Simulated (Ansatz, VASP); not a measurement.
CdS: VASP beside Ansatz

```
CELL_PARAMETERS angstrom
0.00000 2.72678 2.64497
2.72678 0.00000 2.64497
2.72678 2.72678 0.00000
ATOMIC_POSITIONS crystal
Cd 0.00000 0.00000 0.00000
S 0.50000 0.50000 0.50000
```

Change from the starting cell: uniaxial_z strain -3.0%.

Alike in both runs: task single point; functional PBE; k mesh 8 × 8 × 8; occupations fermi-dirac, width 0.02 eV; no spin polarisation.

|  | VASP | Ansatz |
| --- | --- | --- |
| version | VASP 6.6.1 | Ansatz 0.2.0 |
| potentials or method | VASP PAW PBE potentials, release 64 (Cd, S) | plane waves, PAW |
| plane-wave cutoff (eV) | 520 | 420 |
| valence electrons in the cell | 18 | 26 |

```tsv
	VASP	Ansatz	Ansatz less VASP
pressure (GPa)	5.0	4.5	-0.49
traceless stress, the component that is largest in VASP (GPa)	2.14	2.05	-0.090
```

VASP's potentials hold 18 valence electrons a cell and Ansatz's 26, so a difference there can come from the potentials and not from the codes.
